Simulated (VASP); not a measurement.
Write the native input for VASP 6.6.1 that does the following.

- Task: single point
- Functional: LDA
- Potentials or basis: VASP PAW LDA potentials, release 64 (Pb_d, F)
- Cutoff: 520 eV
- k mesh: 7 × 7 × 7
- Occupations: fermi-dirac, width 0.03 eV
- Spin: no spin polarisation
- Dipole correction: no
- Further INCAR settings: ALGO = Normal; EDIFF = 1e-06; NBANDS = 21

The structure of PbF2 lies in POSCAR:

```
PbF2
1.0
    0.0000000000      2.9297119716      2.9297119716
    2.9297119716      0.0000000000      2.9297119716
    2.9297119716      2.9297119716      0.0000000000
Pb F
1 2
Direct
    0.0000000000      0.0000000000      0.0000000000
    0.2500000000      0.2500000000      0.2500000000
    0.7500000000      0.7500000000      0.7500000000
```

This cell differs from its parent crystal: volume scaled by 0.96.

One way to write it, as run:

INCAR

```
PREC     = Accurate       # precision mode
ENCUT    = 520            # plane-wave cutoff, eV
EDIFF    = 1E-6           # SCF threshold, eV
ISMEAR   = -1             # smearing method
SIGMA    = 0.03           # smearing width, eV
LREAL    = F              # projectors in reciprocal space
LASPH    = T              # aspherical terms in the spheres
NELM     = 100            # most SCF steps
ALGO     = Normal         # electronic algorithm
ISIF     = 2              # what is computed and relaxed
LWAVE    = F              # write WAVECAR
LCHARG   = F              # write CHGCAR
NBANDS   = 21             # bands
```

KPOINTS

```
regular mesh
0
Gamma
  7 7 7
```

Potentials or basis: VASP PAW LDA potentials, release 64 (Pb_d, F).

Launch:

```sh
$ cat potpaw_LDA.64/Pb_d/POTCAR potpaw_LDA.64/F/POTCAR > POTCAR
$ mpirun -np 1 vasp_std > vasp.out
```

Results of the run:

- Pressure: -2.0 GPa
- Band gap on the k mesh: 4.24 eV, indirect (least direct gap 4.48 eV)

Caveat: spin-orbit coupling is left out, which moves the levels of the heavy elements.

Run time: 12 s on 1 thread of AMD EPYC 9R45 96-Core Processor (Zen 5), with other jobs on the host, peak memory 0.13 GiB.
